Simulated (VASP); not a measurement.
# NiO2 (P-3m1) in VASP: a series of runs

The runs below take NiO2 through single point, with PBEsol.

Everything below comes from runs of VASP 6.6.1. Logs are shortened: lines on timing, memory, paths and dates and some standing lists are left out, and cuts for length are marked.

## (1) The cell of the first run

Symmetry: P-3m1, No. 164, trigonal system. The conventional cell has a = 2.713 Å, b = 2.713 Å, c = 5.234 Å, α = 90.00°, β = 90.00°, γ = 120.00°. Within 2.5 Å of Ni (site symmetry -3m) lie 6 O at 1.85 Å. O (site symmetry 3m) has 3 Ni at 1.85 Å within 2.5 Å.

## (2) Single point, PBEsol (c/a of the conventional cell at fixed volume 1.9290)

Input file INCAR:

```
SYSTEM = NiO2
PREC = Accurate ; ENCUT = 520
EDIFF = 1E-6 ; ISMEAR = 0
SIGMA = 0.05 ; LREAL = .False.
LASPH = .True. ; NELM = 100
ALGO = Normal ; ISIF = 2
LWAVE = .False. ; LCHARG = .False.
GGA = PS ; NBANDS = 18
```

Input file KPOINTS:

```
Automatic mesh
0
Gamma
  12 12 6
  0 0 0
```

Input file POSCAR:

```
NiO2
1.0
    2.7134934025      0.0000000000      0.0000000000
   -1.3567467013      2.3499542196      0.0000000000
    0.0000000000      0.0000000000      5.2343287735
Ni O
1 2
Direct
    0.0000000000      0.0000000000      0.5000000000
    0.6666666667      0.3333333333      0.6876599244
    0.3333333333      0.6666666667      0.3123400756
```

Potentials or basis: VASP PAW PBE potentials, release 64 (Ni, O).

Started as:

```
cat potpaw_PBE.64/Ni/POTCAR potpaw_PBE.64/O/POTCAR > POTCAR
mpirun -np 1 vasp_std > vasp.out
```

OUTCAR:

```text
SYSTEM = NiO2
   PREC = Accurate
   ENCUT = 520
   EDIFF = 1E-6
   ISMEAR = 0
   LREAL = .False.
   LASPH = .True.
   NELM = 100
   ISIF = 2
   GGA = PS

 ion  position               nearest neighbor table
   1  0.000  0.000  0.500-   2 1.85   3 1.85   2 1.85   3 1.85   2 1.85   3 1.85
   2  0.667  0.333  0.688-   1 1.85   1 1.85   1 1.85
   3  0.333  0.667  0.312-   1 1.85   1 1.85   1 1.85

  LATTYP: Found a hexagonal cell.
 ALAT       =     2.7134934025
 C/A-ratio  =     1.9290000000

  Lattice vectors:

 A1 = (   2.7134934025,   0.0000000000,   0.0000000000)
 A2 = (  -1.3567467013,   2.3499542196,   0.0000000000)
 A3 = (   0.0000000000,   0.0000000000,   5.2343287735)

Analysis of symmetry for initial positions (statically):
=====================================================================
 Subroutine PRICEL returns:
 Original cell was already a primitive cell.

 Routine SETGRP: Setting up the symmetry group for a
 hexagonal supercell.

 Subroutine GETGRP returns: Found 12 space group operations
 (whereof 12 operations were pure point group operations)
 out of a pool of 24 trial point group operations.

The static configuration has the point symmetry D_3d.

Analysis of symmetry for dynamics (positions and initial velocities):
=====================================================================
 Subroutine PRICEL returns:
 Original cell was already a primitive cell.

 Routine SETGRP: Setting up the symmetry group for a
 hexagonal supercell.

 Subroutine GETGRP returns: Found 12 space group operations
 (whereof 12 operations were pure point group operations)
 out of a pool of 24 trial point group operations.

The dynamic configuration has the point symmetry D_3d.

 Subroutine INISYM returns: Found 12 space group operations
 (whereof 12 operations are pure point group operations),
 and found     1 'primitive' translations

----------------------------------------------------------------------------------------

                                     Primitive cell

  volume of cell :      33.3771

  direct lattice vectors                    reciprocal lattice vectors
     2.713493403  0.000000000  0.000000000     0.368528628  0.212770102  0.000000000
    -1.356746701  2.349954220  0.000000000     0.000000000  0.425540205  0.000000000
     0.000000000  0.000000000  5.234328773     0.000000000  0.000000000  0.191046463

  length of vectors
     2.713493403  2.713493403  5.234328773     0.425540205  0.425540205  0.191046463

  position of ions in fractional coordinates (direct lattice)
[... 81 lines left out ...]
   EDIFF  = 0.1E-05   stopping-criterion for ELM
   LREAL  =      F    real-space projection
   EDIFFG = 0.1E-04   stopping-criterion for IOM
   NSW    =      0    number of steps for IOM
   IBRION =     -1    ionic relax: 0-MD 1-quasi-New 2-CG
   NFREE  =      0    steps in history (QN), initial steepest desc. (CG)
   ISIF   =      2    stress and relaxation
   ISYM   =      2    0-nonsym 1-usesym 2-fastsym
   POTIM  = 0.5000    time-step for ionic-motion
   TEBEG  =    0.0;   TEEND  =   0.0 temperature during run
   PSTRESS=    0.0 pullay stress
   NELECT =      22.0000    total number of electrons
   NUPDOWN=      -1.0000    fix difference up-down
   EMIN   =  10.00;   EMAX   =-10.00  energy-range for DOS
   EFERMI =   0.00;   METHOD = LEGACY
   ISMEAR =     0;   SIGMA  =   0.05  broadening in eV -4-tet -1-fermi 0-gaus
   EFERMI_NEDOS =   21; number of points for ismear=-14 and -15
   IALGO  =     38    algorithm
   IMIX   =      4    mixing-type and parameters
     AMIX     =   0.40;   BMIX     =  1.00
     AMIX_MAG =   1.60;   BMIX_MAG =  1.00
  volume/ion in A,a.u.               =      11.13        75.08
  Fermi-wavevector in a.u.,A,eV,Ry     =   1.424730  2.692350 27.617874  2.029856
  Thomas-Fermi vector in A             =   2.545190
   LORBIT       =      0    0 simple, 1 ext, 2 COOP (PROOUT), +10 PAW based schemes
   GGA     = PS    functional components
   LHFCALC =     F    Hartree Fock is set to
   AEXX    =    0.0000 exact exchange contribution
   IVDW    =     0    specifies the selected vdW correction
   LEPSILON=     F    determine dielectric tensor
   LRPA    =     F    only Hartree local field effects (RPA)
 non-spin polarized calculation
 Gauss-broadening in eV      SIGMA  =   0.05
  energy-cutoff  :      520.00
  volume of cell :       33.38
 maximum number of plane-waves:       924
   NGX = 11   NGY = 11   NGZ = 19

 number of electron      21.9999987 magnetization

 Free energy of the ion-electron system (eV)
  ---------------------------------------------------
  ext. energy  EPLUGINS =         0.00000000
  ---------------------------------------------------
  free energy    TOTEN  =       -18.69896432 eV

  energy without entropy =      -18.69896432  energy(sigma->0) =      -18.69896432

 E-fermi :   1.9980     XC(G=0): -10.3724

 val. band max:        1.7947794035   @ k =   0.0833   0.0833   0.5000
 cond. band min:       2.9970849118   @ k =   0.2500   0.0000   0.3333
 fundamental gap:      1.2023055083
 Fermi energy:         1.9979532984

 k-point     1 :       0.0000    0.0000    0.0000
  band No.  band energies     occupation
      1     -17.9036      2.00000
      2     -15.5666      2.00000
      3      -4.0869      2.00000
      4      -3.6435      2.00000
      5      -3.6435      2.00000
      6      -0.3381      2.00000
[... 481 lines left out ...]
      5      -3.4321      2.00000
      6      -1.4311      2.00000
[... 10 lines left out ...]
     17      20.2001      0.00000
     18      21.6341      0.00000

 [... further k-points ...]

------------------------ aborting loop because EDIFF is reached ----------------------------------------

  FORCE on cell =-STRESS in cart. coord.  units (eV):
  Direction    XX          YY          ZZ          XY          YZ          ZX
  --------------------------------------------------------------------------------------
  -------------------------------------------------------------------------------------
  Total        1.8139730      1.8139730     -0.5172923     -0.0000000      0.0000000      0.0000000
  in kB       87.0747475     87.0747475    -24.8311833     -0.0000000      0.0000000      0.0000000
  external PRESSURE =      49.7727706 kB  Pullay stress =       0.0000000 kB

 VOLUME and BASIS-vectors are now :
 -----------------------------------------------------------------------------
  energy-cutoff  :      520.00
  volume of cell :       33.38
      direct lattice vectors                 reciprocal lattice vectors
     2.713493403  0.000000000  0.000000000     0.368528628  0.212770102  0.000000000
    -1.356746701  2.349954220  0.000000000     0.000000000  0.425540205  0.000000000
     0.000000000  0.000000000  5.234328773     0.000000000  0.000000000  0.191046463

 POSITION                                       TOTAL-FORCE (eV/Angst)
 -----------------------------------------------------------------------------------
      0.00000      0.00000      2.61716        -0.000000      0.000000      0.000000
      1.35675      0.78332      3.59944        -0.000000      0.000000     -0.227679
     -0.00000      1.56664      1.63489         0.000000     -0.000000      0.227679
 -----------------------------------------------------------------------------------
    total drift:                               -0.000000      0.000000     -0.000000

  FREE ENERGIE OF THE ION-ELECTRON SYSTEM (eV)
  ---------------------------------------------------
  free  energy   TOTEN  =       -18.6989643205 eV

  energy  without entropy=      -18.6989643205  energy(sigma->0) =      -18.69896432
```

stdout:

```text
POSCAR found type information on POSCAR NiO
 POSCAR found :  2 types and       3 ions
 scaLAPACK will be used
 -----------------------------------------------------------------------------
|                                                                             |
|                                                                             |
|     You enforced a specific xc type in the INCAR file but a different       |
|     I HOPE YOU KNOW WHAT YOU ARE DOING!                                     |
|                                                                             |
 -----------------------------------------------------------------------------

 LDA part: xc-table for (Slater+PW92), standard interpolation
 POSCAR, INCAR and KPOINTS ok, starting setup
 FFT: planning ... GRIDC
 FFT: planning ... GRID_SOFT
 FFT: planning ... GRID
 WAVECAR not read
 entering main loop
```

Run time: 71 s. Hardware: 1 thread of Intel Xeon Platinum 8375C at 2.90GHz (Ice Lake), shared host; peak memory 0.17 GiB.

Results:

- Free energy: -18.6990 eV
- Pressure: 5.0 GPa
- Largest force: 0.228 eV/Å
- Band gap on the k mesh: 1.20 eV, indirect (least direct gap 1.37 eV)

Forces in eV/Å, atoms in the order of the input:
```
Ni   0.000  0.000  0.000
O    0.000  0.000 -0.228
O    0.000  0.000  0.228
```

Levels at points of the mesh, in eV from the valence-band top:
| k point | band 9 | band 10 | band 11 | band 12 | band 13 | band 14 |
| --- | --- | --- | --- | --- | --- | --- |
| (0.00, 0.00, 0.00) | -0.83 | -0.83 | -0.37 | 2.44 | 2.44 | 7.83 |
| (0.50, 0.00, 0.00) | -1.67 | -1.61 | -0.88 | 1.91 | 2.32 | 12.59 |
| (0.00, 0.00, 0.50) | -0.84 | -0.84 | -0.16 | 2.45 | 2.45 | 9.66 |
| (0.50, 0.00, 0.50) | -1.70 | -1.61 | -0.91 | 1.91 | 2.30 | 12.08 |

Caveat: the PAW data sets were made with another functional, which shifts forces and pressure a little. Spin polarisation is off, so any magnetic state and its effect on volume and gap are missing.

## (3) Single point, PBEsol (c/a of the conventional cell at fixed volume 1.9290)

Input file INCAR:

```
SYSTEM = NiO2
PREC = Accurate ; ENCUT = 520
EDIFF = 1E-7 ; ISMEAR = 0
SIGMA = 0.05 ; LREAL = .FALSE.
LASPH = .TRUE. ; NELM = 100
ALGO = Normal ; ISIF = 2
LWAVE = .FALSE. ; LCHARG = .FALSE.
GGA = PS ; NBANDS = 18
```

Input file KPOINTS:

```
regular mesh
0
G
  12 12 6
  0 0 0
```

Input file POSCAR:

```
NiO2
1.0
    2.7134934025      0.0000000000      0.0000000000
   -1.3567467013      2.3499542196      0.0000000000
    0.0000000000      0.0000000000      5.2343287735
Ni O
1 2
Direct
    0.0000000000      0.0000000000      0.5000000000
    0.6666666667      0.3333333333      0.6625222406
    0.3333333333      0.6666666667      0.3374777594
```

Potentials or basis: VASP PAW PBE potentials, release 64 (Ni, O).

Started as:

```
cat potpaw_PBE.64/Ni/POTCAR potpaw_PBE.64/O/POTCAR > POTCAR
mpirun -np 1 vasp_std > vasp.out
```

Run time: 74 s. Hardware: 1 thread of Intel Xeon Platinum 8375C at 2.90GHz (Ice Lake), shared host; peak memory 0.18 GiB.

Results (log left out):

| Quantity | Value |
| --- | --- |
| Free energy | -18.3851 eV |
| Pressure | 27.2 GPa |
| Largest force | 2.737 eV/Å |
| Band gap on the k mesh | 1.24 eV, indirect (least direct gap 1.65 eV) |

Forces on the atoms (eV/Å):
```
Ni   0.000  0.000  0.000
O    0.000  0.000  2.737
O    0.000  0.000 -2.737
```

Stress tensor (GPa, compression positive):
```
29.82  0.00  0.00
 0.00 29.82  0.00
 0.00  0.00 22.05
```

Levels at points of the mesh, in eV from the valence-band top:
```
           k point  band 7  band 8  band 9  band 10  band 11  band 12  band 13  band 14  band 15  band 16
(0.00, 0.00, 0.00)   -2.60   -1.55   -1.40    -1.40    -0.18     2.69     2.69     7.55    11.48    13.61
(0.50, 0.00, 0.00)   -3.55   -2.21   -2.11    -2.00    -1.17     1.81     2.57    12.86    13.07    14.49
(0.00, 0.00, 0.50)   -2.61   -2.03   -1.40    -1.40    -0.02     2.69     2.69     8.80    10.55    12.43
(0.50, 0.00, 0.50)   -3.54   -2.21   -2.01    -1.96    -1.20     1.80     2.56    12.04    13.14    14.79
```

Caveat: the PAW data sets were made with another functional, which shifts forces and pressure a little. Spin polarisation is off, so any magnetic state and its effect on volume and gap are missing.

## (4) Single point, PBEsol (c/a of the conventional cell at fixed volume 1.7861)

Input file INCAR:

```
SYSTEM = NiO2
ALGO = Normal ; EDIFF = 1E-6
ENCUT = 520 ; GGA = PS
ISIF = 2 ; ISMEAR = 0
LASPH = .True. ; LCHARG = .True.
LELF = .True. ; LREAL = .False.
LVHAR = .True. ; LWAVE = .False.
NBANDS = 18 ; NELM = 100
PREC = Accurate ; SIGMA = 0.05
```

Input file KPOINTS:

```
k-points
0
Gamma
  12 12 6
  0 0 0
```

Input file POSCAR:

```
NiO2
1.0
    2.7839850047      0.0000000000      0.0000000000
   -1.3919925024      2.4110017378      0.0000000000
    0.0000000000      0.0000000000      4.9726140668
Ni O
1 2
Direct
    0.0000000000      0.0000000000      0.5000000000
    0.6666666667      0.3333333333      0.6373845568
    0.3333333333      0.6666666667      0.3626154432
```

Potentials or basis: VASP PAW PBE potentials, release 64 (Ni, O).

Started as:

```
cat potpaw_PBE.64/Ni/POTCAR potpaw_PBE.64/O/POTCAR > POTCAR
mpirun -np 1 vasp_std > vasp.out
```

OUTCAR:

```text
SYSTEM = NiO2
   EDIFF = 1E-6
   ENCUT = 520
   GGA = PS
   ISIF = 2
   ISMEAR = 0
   LASPH = .True.
   LREAL = .False.
   NELM = 100
   PREC = Accurate

 ion  position               nearest neighbor table
   1  0.000  0.000  0.500-   2 1.75   3 1.75   2 1.75   3 1.75   2 1.75   3 1.75
   2  0.667  0.333  0.637-   1 1.75   1 1.75   1 1.75
   3  0.333  0.667  0.363-   1 1.75   1 1.75   1 1.75

  LATTYP: Found a hexagonal cell.
 ALAT       =     2.7839850047
 C/A-ratio  =     1.7861497308

  Lattice vectors:
[... 696 lines left out ...]

  FORCE on cell =-STRESS in cart. coord.  units (eV):
  Direction    XX          YY          ZZ          XY          YZ          ZX
  --------------------------------------------------------------------------------------
  -------------------------------------------------------------------------------------
  Total       10.2521839     10.2521839      7.7382342     -0.0000000      0.0000000      0.0000000
  in kB      492.1276884    492.1276884    371.4524958     -0.0000000      0.0000000      0.0000000
  external PRESSURE =     451.9026242 kB  Pullay stress =       0.0000000 kB

 VOLUME and BASIS-vectors are now :
 -----------------------------------------------------------------------------
  energy-cutoff  :      520.00
  volume of cell :       33.38
      direct lattice vectors                 reciprocal lattice vectors
     2.783985005  0.000000000  0.000000000     0.359197337  0.207382679  0.000000000
    -1.391992502  2.411001738  0.000000000     0.000000000  0.414765358  0.000000000
     0.000000000  0.000000000  4.972614067     0.000000000  0.000000000  0.201101470

 POSITION                                       TOTAL-FORCE (eV/Angst)
 -----------------------------------------------------------------------------------
      0.00000      0.00000      2.48631        -0.000000      0.000000      0.000000
      1.39199      0.80367      3.16947        -0.000000      0.000000      5.728752
     -0.00000      1.60733      1.80315         0.000000      0.000000     -5.728752
 -----------------------------------------------------------------------------------
    total drift:                                0.000000      0.000000      0.000000

  FREE ENERGIE OF THE ION-ELECTRON SYSTEM (eV)
  ---------------------------------------------------
  free  energy   TOTEN  =       -17.3688670584 eV

  energy  without entropy=      -17.3688670584  energy(sigma->0) =      -17.36886706
```

stdout:

```text
POSCAR found type information on POSCAR NiO
 POSCAR found :  2 types and       3 ions
 scaLAPACK will be used
 -----------------------------------------------------------------------------
|                                                                             |
|                                                                             |
|     You enforced a specific xc type in the INCAR file but a different       |
|     I HOPE YOU KNOW WHAT YOU ARE DOING!                                     |
|                                                                             |
 -----------------------------------------------------------------------------

 LDA part: xc-table for (Slater+PW92), standard interpolation
 POSCAR, INCAR and KPOINTS ok, starting setup
 FFT: planning ... GRIDC
 FFT: planning ... GRID_SOFT
 FFT: planning ... GRID
 WAVECAR not read
 entering main loop
```

Wall time 80 s (1 thread of Intel Xeon Platinum 8375C at 2.90GHz (Ice Lake), shared host); peak memory 0.19 GiB.

What came out:

| Quantity | Value |
| --- | --- |
| Free energy | -17.3689 eV |
| Pressure | 45.2 GPa |
| Largest force | 5.729 eV/Å |
| Band gap on the k mesh | 0.84 eV, indirect (least direct gap 1.33 eV) |

Forces on the atoms (eV/Å):
```
Ni   0.000  0.000  0.000
O    0.000  0.000  5.729
O    0.000  0.000 -5.729
```

Stress tensor (GPa, compression positive):
```
49.21  0.00  0.00
 0.00 49.21  0.00
 0.00  0.00 37.15
```

Levels at points of the mesh, in eV from the valence-band top:
| k point | band 7 | band 8 | band 9 | band 10 | band 11 | band 12 | band 13 | band 14 | band 15 | band 16 |
| --- | --- | --- | --- | --- | --- | --- | --- | --- | --- | --- |
| (0.00, 0.00, 0.00) | -2.96 | -2.33 | -2.00 | -2.00 | -0.10 | 2.57 | 2.57 | 6.58 | 11.28 | 14.28 |
| (0.50, 0.00, 0.00) | -4.39 | -2.85 | -2.64 | -1.86 | -1.17 | 1.23 | 2.67 | 11.68 | 11.92 | 13.81 |
| (0.00, 0.00, 0.50) | -2.96 | -2.75 | -2.00 | -2.00 | 0.00 | 2.58 | 2.58 | 7.64 | 10.37 | 12.78 |
| (0.50, 0.00, 0.50) | -4.35 | -2.85 | -2.63 | -1.70 | -1.20 | 1.22 | 2.66 | 10.74 | 12.23 | 14.60 |

Caveat: the PAW data sets were made with another functional, which shifts forces and pressure a little. A k mesh can miss the band edges.

(Part 1 of 2 ends here.)
